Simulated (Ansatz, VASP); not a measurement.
## AlN in VASP and in Ansatz

```xyz
8
Lattice="-1.6378 2.8368 0.0000 0.0000 0.0000 4.1006 4.9135 2.8368 0.0000" Properties=species:S:1:pos:R:3 pbc="T T T"
Al   -0.3720    2.0152    3.0755
Al    1.6378    4.7280    3.0755
Al    1.6378    0.9456    1.0252
Al    3.2757    3.7824    1.0252
N     0.0000    1.8912    1.0252
N     1.6378    4.7280    1.0252
N     1.6378    0.9456    3.0755
N     3.2757    3.7824    3.0755
```

Alike in both runs: task single point; functional LDA; k mesh 8 × 6 × 4; occupations gaussian, width 0.05 eV; no spin polarisation.

|  | VASP | Ansatz |
| --- | --- | --- |
| version | VASP 6.6.1 | Ansatz 0.2.0 |
| potentials or method | VASP PAW LDA potentials, release 64 (Al, N), cutoff 520 eV | scalar-relativistic, plane waves, PAW |
| valence electrons in the cell | 32 | 32 |

```tsv
	VASP	Ansatz	Ansatz less VASP
gap on the k mesh at the Fermi level (eV)	2.95	2.95	-0.002
least direct gap on the mesh (eV)	2.95	2.95	-0.002
pressure (GPa)	5.9	5.1	-0.78
traceless stress, the component that is largest in VASP (GPa)	9.76	9.43	-0.328
rms of the force components (eV/Å)	1.825	1.798	-0.0266
```

Ansatz warns that its potentials were made for another functional, while VASP's fit it. LDA's correlation is that of Perdew and Zunger in VASP and of Perdew and Wang (1992) in Ansatz. Atom by atom the forces differ by 0.031 eV/Å (rms over components).
